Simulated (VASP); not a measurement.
# Ta in VASP: notebook

Ta is run at these levels: PBEsol; tasks: single point.

Program: VASP 6.6.1. These are calculated values, not measurements. Logs are shortened: lines on timing, memory, paths and dates and some standing lists are left out, and cuts for length are marked.

**1. The cell of the first run**

The structure is tetragonal, space group I4/mmm (No. 139). The conventional cell has a = 3.281 Å, b = 3.281 Å, c = 3.412 Å, α = 90.00°, β = 90.00°, γ = 90.00°. Within 3.8 Å of Ta (site symmetry 4/mmm) lie 14 Ta at 2.88 to 3.41 Å.

**2. Single point, PBEsol (strain +0.000 along x and y, +0.040 along z)**

INCAR

```
PREC = Accurate
ENCUT = 520
EDIFF = 1E-6
ISMEAR = 0
SIGMA = 0.15
LREAL = False
LASPH = True
NELM = 100
ALGO = Fast
ISIF = 2
LWAVE = False
LCHARG = True
GGA = PS
LELF = True
LVHAR = True
NBANDS = 12
```

KPOINTS

```
Automatic mesh
0
Gamma
  26 26 26
```

POSCAR

```
Ta
1.0
   -1.6402597622      1.6402597622      1.7058701527
    1.6402597622     -1.6402597622      1.7058701527
    1.6402597622      1.6402597622     -1.7058701527
Ta
1
Direct
    0.0000000000      0.0000000000      0.0000000000
```

Potentials or basis: VASP PAW PBE potentials, release 64 (Ta_pv).

Run with:

```sh
$ cat potpaw_PBE.64/Ta_pv/POTCAR > POTCAR
$ mpirun -np 1 vasp_std > vasp.out
```

OUTCAR:

```text
PREC = Accurate
   ENCUT = 520
   EDIFF = 1E-6
   ISMEAR = 0
   LREAL = False
   LASPH = True
   NELM = 100
   ISIF = 2
   GGA = PS

 ion  position               nearest neighbor table
   1  0.000  0.000  0.000-

  LATTYP: Found a body centered tetragonal cell.
 ALAT       =     3.2805195244
 C/A-ratio  =     1.0400000000

  Lattice vectors:

 A1 = (  -1.6402597622,   1.6402597622,   1.7058701527)
 A2 = (   1.6402597622,  -1.6402597622,   1.7058701527)
 A3 = (   1.6402597622,   1.6402597622,  -1.7058701527)

Analysis of symmetry for initial positions (statically):
=====================================================================
 Subroutine PRICEL returns:
 Original cell was already a primitive cell.

 Routine SETGRP: Setting up the symmetry group for a
 body centered tetragonal supercell.

 Subroutine GETGRP returns: Found 16 space group operations
 (whereof 16 operations were pure point group operations)
 out of a pool of 16 trial point group operations.

The static configuration has the point symmetry D_4h.

Analysis of symmetry for dynamics (positions and initial velocities):
=====================================================================
 Subroutine PRICEL returns:
 Original cell was already a primitive cell.

 Routine SETGRP: Setting up the symmetry group for a
 body centered tetragonal supercell.

 Subroutine GETGRP returns: Found 16 space group operations
 (whereof 16 operations were pure point group operations)
 out of a pool of 16 trial point group operations.

The dynamic configuration has the point symmetry D_4h.

 Subroutine INISYM returns: Found 16 space group operations
 (whereof 16 operations are pure point group operations),
 and found     1 'primitive' translations

----------------------------------------------------------------------------------------

                                     Primitive cell

  volume of cell :      18.3582

  direct lattice vectors                    reciprocal lattice vectors
    -1.640259762  1.640259762  1.705870153     0.000000000  0.304829766  0.293105545
     1.640259762 -1.640259762  1.705870153     0.304829766  0.000000000  0.293105545
     1.640259762  1.640259762 -1.705870153     0.304829766  0.304829766  0.000000000

  length of vectors
     2.879391803  2.879391803  2.879391803     0.422885382  0.422885382  0.431094390

  position of ions in fractional coordinates (direct lattice)
     0.000000000  0.000000000  0.000000000
[... 78 lines left out ...]
   EDIFFG = 0.1E-04   stopping-criterion for IOM
   NSW    =      0    number of steps for IOM
   IBRION =     -1    ionic relax: 0-MD 1-quasi-New 2-CG
   NFREE  =      0    steps in history (QN), initial steepest desc. (CG)
   ISIF   =      2    stress and relaxation
   ISYM   =      2    0-nonsym 1-usesym 2-fastsym
   POTIM  = 0.5000    time-step for ionic-motion
   TEBEG  =    0.0;   TEEND  =   0.0 temperature during run
   PSTRESS=    0.0 pullay stress
   NELECT =      11.0000    total number of electrons
   NUPDOWN=      -1.0000    fix difference up-down
   EMIN   =  10.00;   EMAX   =-10.00  energy-range for DOS
   EFERMI =   0.00;   METHOD = LEGACY
   ISMEAR =     0;   SIGMA  =   0.15  broadening in eV -4-tet -1-fermi 0-gaus
   EFERMI_NEDOS =   21; number of points for ismear=-14 and -15
   IALGO  =     68    algorithm
   IMIX   =      4    mixing-type and parameters
     AMIX     =   0.40;   BMIX     =  1.00
     AMIX_MAG =   1.60;   BMIX_MAG =  1.00
  volume/ion in A,a.u.               =      18.36       123.89
  Fermi-wavevector in a.u.,A,eV,Ry     =   1.380158  2.608120 25.916850  1.904835
  Thomas-Fermi vector in A             =   2.505061
   LORBIT       =      0    0 simple, 1 ext, 2 COOP (PROOUT), +10 PAW based schemes
   GGA     = PS    functional components
   LHFCALC =     F    Hartree Fock is set to
   AEXX    =    0.0000 exact exchange contribution
   IVDW    =     0    specifies the selected vdW correction
   LEPSILON=     F    determine dielectric tensor
   LRPA    =     F    only Hartree local field effects (RPA)
 non-spin polarized calculation
 RMM-DIIS sequential band-by-band and
 Gauss-broadening in eV      SIGMA  =   0.15
  energy-cutoff  :      520.00
  volume of cell :       18.36
 maximum number of plane-waves:       510
 NGX is ok and might be reduce to    24
   NGX = 11   NGY = 11   NGZ = 11

 number of electron      11.0000000 magnetization

 Free energy of the ion-electron system (eV)
  ---------------------------------------------------
  ext. energy  EPLUGINS =         0.00000000
  ---------------------------------------------------
  free energy    TOTEN  =       -12.53690406 eV

  energy without entropy =      -12.52179339  energy(sigma->0) =      -12.52934872

 E-fermi :   5.1690     XC(G=0): -12.6311

 val. band max:        5.1683463071   @ k =  -0.1154   0.4231   0.0769
 cond. band min:       5.1698293549   @ k =  -0.4615   0.5000   0.1923
 fundamental gap:      0.0014830478
 Fermi energy:         5.1689694690

 k-point     1 :       0.0000    0.0000    0.0000
  band No.  band energies     occupation
      1     -27.9402      2.00000
      2     -27.9329      2.00000
      3     -27.9329      2.00000
      4      -2.6863      2.00000
      5       5.7450      0.00000
      6       5.7450      0.00000
      7       6.2165      0.00000
      8       8.7503      0.00000
      9       9.3948      0.00000
     10      19.6806      0.00000
     11      20.3661      0.00000
     12      20.3661      0.00000
[... 331 lines left out ...]
 k-point    24 :       0.3846    0.0385    0.0000
  band No.  band energies     occupation
      1     -28.9519      2.00000
      2     -28.2537      2.00000
      3     -27.9415      2.00000
      4       0.8356      2.00000
      5       4.0040      2.00000
      6       5.7301      0.00000
      7       8.7343      0.00000
      8       9.7643      0.00000
      9      11.7351      0.00000
     10      17.2666      0.00000
     11      18.0343      0.00000
     12      19.7773      0.00000

 [... further k-points ...]
[... 5 lines left out ...]
  --------------------------------------------------------------------------------------
  -------------------------------------------------------------------------------------
  Total       -0.6565076     -0.6565076     -1.1268069      0.0000000     -0.0000000      0.0000000
  in kB      -57.2953200    -57.2953200    -98.3396921      0.0000000     -0.0000000      0.0000000
  external PRESSURE =     -70.9767774 kB  Pullay stress =       0.0000000 kB

 VOLUME and BASIS-vectors are now :
 -----------------------------------------------------------------------------
  energy-cutoff  :      520.00
  volume of cell :       18.36
      direct lattice vectors                 reciprocal lattice vectors
    -1.640259762  1.640259762  1.705870153     0.000000000  0.304829766  0.293105545
     1.640259762 -1.640259762  1.705870153     0.304829766  0.000000000  0.293105545
     1.640259762  1.640259762 -1.705870153     0.304829766  0.304829766  0.000000000

 POSITION                                       TOTAL-FORCE (eV/Angst)
 -----------------------------------------------------------------------------------
      0.00000      0.00000      0.00000         0.000000      0.000000     -0.000000
 -----------------------------------------------------------------------------------
    total drift:                               -0.000000      0.000000     -0.000000

  FREE ENERGIE OF THE ION-ELECTRON SYSTEM (eV)
  ---------------------------------------------------
  free  energy   TOTEN  =       -12.5369040600 eV

  energy  without entropy=      -12.5217933893  energy(sigma->0) =      -12.52934872
```

Run time: 2.1 min. Hardware: 1 thread of Intel Xeon Platinum 8488C (Sapphire Rapids), shared host; peak memory 0.38 GiB.

Results:

```
Free energy            : -12.5369 eV
Pressure               : -7.1 GPa
Band gap on the k mesh : zero (an odd number of electrons rules out a gap without spin polarisation)
```

Caveat: the cell differs from its parent crystal (strain +0.000 along x and y, +0.040 along z); the cell stands under tension; the PAW data sets were made with another functional, which shifts forces and pressure a little; spin-orbit coupling is left out, which moves the levels of the heavy elements.

**3. Single point, PBEsol (strain +0.040 along x and y, +0.000 along z)**

INCAR

```
SYSTEM = Ta
  PREC = Accurate
  ENCUT = 520
  EDIFF = 1E-6
  ISMEAR = 0
  SIGMA = 0.15
  LREAL = .FALSE.
  LASPH = .TRUE.
  NELM = 100
  ALGO = Fast
  ISIF = 2
  LWAVE = .FALSE.
  LCHARG = .FALSE.
  GGA = PS
  NBANDS = 12
```

KPOINTS

```
Automatic mesh
0
G
  26 26 26
  0 0 0
```

POSCAR

```
Ta
1.0
   -1.7058701527      1.7058701527      1.6402597622
    1.7058701527     -1.7058701527      1.6402597622
    1.7058701527      1.7058701527     -1.6402597622
Ta
1
Direct
    0.0000000000      0.0000000000      0.0000000000
```

Potentials or basis: VASP PAW PBE potentials, release 64 (Ta_pv).

Run with:

```sh
$ cat potpaw_PBE.64/Ta_pv/POTCAR > POTCAR
$ mpirun -np 1 vasp_std > vasp.out
```

OUTCAR:

```text
SYSTEM = Ta
   PREC = Accurate
   ENCUT = 520
   EDIFF = 1E-6
   ISMEAR = 0
   LREAL = .FALSE.
   LASPH = .TRUE.
   NELM = 100
   ISIF = 2
   GGA = PS

 ion  position               nearest neighbor table
   1  0.000  0.000  0.000-

  LATTYP: Found a body centered tetragonal cell.
 ALAT       =     3.4117403054
 C/A-ratio  =     0.9615384615

  Lattice vectors:

 A1 = (  -1.7058701527,   1.7058701527,   1.6402597622)
 A2 = (   1.7058701527,  -1.7058701527,   1.6402597622)
 A3 = (   1.7058701527,   1.7058701527,  -1.6402597622)
[... 532 lines left out ...]
      4       0.7141      2.00000
      5       3.4783      2.00000
      6       5.4654      0.00000
      7       8.5956      0.00000
      8       9.5448      0.00000
      9      11.0971      0.00000
     10      16.7402      0.00000
     11      17.1893      0.00000
     12      19.3279      0.00000

 [... further k-points ...]
[... 5 lines left out ...]
  --------------------------------------------------------------------------------------
  -------------------------------------------------------------------------------------
  Total       -1.7679944     -1.7679944     -1.3588145      0.0000000     -0.0000000      0.0000000
  in kB     -148.3634432   -148.3634432   -114.0266017      0.0000000     -0.0000000      0.0000000
  external PRESSURE =    -136.9178294 kB  Pullay stress =       0.0000000 kB

 VOLUME and BASIS-vectors are now :
 -----------------------------------------------------------------------------
  energy-cutoff  :      520.00
  volume of cell :       19.09
      direct lattice vectors                 reciprocal lattice vectors
    -1.705870153  1.705870153  1.640259762     0.000000000  0.293105545  0.304829766
     1.705870153 -1.705870153  1.640259762     0.293105545  0.000000000  0.304829766
     1.705870153  1.705870153 -1.640259762     0.293105545  0.293105545  0.000000000

 POSITION                                       TOTAL-FORCE (eV/Angst)
 -----------------------------------------------------------------------------------
      0.00000      0.00000      0.00000        -0.000000      0.000000      0.000000
 -----------------------------------------------------------------------------------
    total drift:                                0.000000      0.000000     -0.000000

  FREE ENERGIE OF THE ION-ELECTRON SYSTEM (eV)
  ---------------------------------------------------
  free  energy   TOTEN  =       -12.4890754149 eV

  energy  without entropy=      -12.4733731830  energy(sigma->0) =      -12.48122430
```

OSZICAR:

```text
N       E                     dE             d eps       ncg     rms          rms(c)
DAV:   1     0.598272350224E+02    0.59827E+02   -0.60688E+03 31988   0.866E+02
DAV:   2    -0.120211026728E+02   -0.71848E+02   -0.70074E+02 35584   0.242E+02
DAV:   3    -0.130518087200E+02   -0.10307E+01   -0.10198E+01 38316   0.273E+01
DAV:   4    -0.130548203277E+02   -0.30116E-02   -0.30112E-02 35616   0.164E+00
DAV:   5    -0.130548316509E+02   -0.11323E-04   -0.11323E-04 38472   0.955E-02    0.124E+01
RMM:   6    -0.126140435620E+02    0.44079E+00   -0.30825E-01 34475   0.445E+00    0.583E+00
RMM:   7    -0.124898130156E+02    0.12423E+00   -0.29596E-01 35820   0.422E+00    0.360E-01
RMM:   8    -0.124890364439E+02    0.77657E-03   -0.12427E-02 37877   0.100E+00    0.298E-01
RMM:   9    -0.124890890523E+02   -0.52608E-04   -0.18985E-03 39531   0.366E-01    0.635E-02
RMM:  10    -0.124890682239E+02    0.20828E-04   -0.29777E-04 39661   0.139E-01    0.923E-03
RMM:  11    -0.124890735697E+02   -0.53458E-05   -0.69567E-05 41800   0.560E-02    0.743E-03
RMM:  12    -0.124890746988E+02   -0.11291E-05   -0.11752E-05 38386   0.202E-02    0.205E-02
RMM:  13    -0.124890754149E+02   -0.71619E-06   -0.29938E-06 29539   0.862E-03
   1 F= -.12489075E+02 E0= -.12481224E+02  d E =-.157022E-01
```

stdout:

```text
POSCAR found type information on POSCAR Ta
 POSCAR found :  1 types and       1 ions
 scaLAPACK will be used
 -----------------------------------------------------------------------------
|                                                                             |
|                                                                             |
|     You enforced a specific xc type in the INCAR file but a different       |
|     I HOPE YOU KNOW WHAT YOU ARE DOING!                                     |
|                                                                             |
 -----------------------------------------------------------------------------

 LDA part: xc-table for (Slater+PW92), standard interpolation
 POSCAR, INCAR and KPOINTS ok, starting setup
 FFT: planning ... GRIDC
 FFT: planning ... GRID_SOFT
 FFT: planning ... GRID
 WAVECAR not read
 entering main loop
WARNING in EDDRMM: call to ZHEGV failed, returncode =   6  3     12
WARNING in EDDRMM: call to ZHEGV failed, returncode =   6  3     12
WARNING in EDDRMM: call to ZHEGV failed, returncode =   8  4     12
WARNING in EDDRMM: call to ZHEGV failed, returncode =   8  4     11
WARNING in EDDRMM: call to ZHEGV failed, returncode =   6  3     10
WARNING in EDDRMM: call to ZHEGV failed, returncode =   6  3     11
```

Run time: 2.2 min. Hardware: 1 thread of Intel Xeon Platinum 8488C (Sapphire Rapids), shared host; peak memory 0.39 GiB.

Results:

```yaml
Free_energy: -12.4891 eV
Pressure: -13.7 GPa
Band_gap_on_the_k_mesh: zero (an odd number of electrons rules out a gap without spin polarisation)
```

Levels at points of the mesh, in eV from the Fermi level:
| k point | band 3 | band 4 | band 5 | band 6 | band 7 | band 8 | band 9 | band 10 |
| --- | --- | --- | --- | --- | --- | --- | --- | --- |
| (0.00, 0.00, 0.00) | -33.26 | -7.70 | 0.41 | 0.88 | 0.88 | 3.44 | 4.08 | 14.55 |
| (0.50, 0.00, 0.00) | -33.28 | -4.13 | -1.55 | 1.46 | 3.72 | 4.81 | 7.25 | 10.85 |
| (0.50, 0.50, 0.00) | -33.25 | -4.17 | -1.06 | 1.19 | 3.21 | 4.37 | 7.17 | 10.63 |
| (0.50, 0.50, 0.50) | -33.89 | -3.53 | -3.43 | 6.32 | 6.32 | 6.47 | 7.82 | 7.82 |

Caveat: the cell differs from its parent crystal (strain +0.040 along x and y, +0.000 along z); the cell stands under tension; the PAW data sets were made with another functional, which shifts forces and pressure a little; spin-orbit coupling is left out, which moves the levels of the heavy elements.

(Continued in part 2 of 2.)
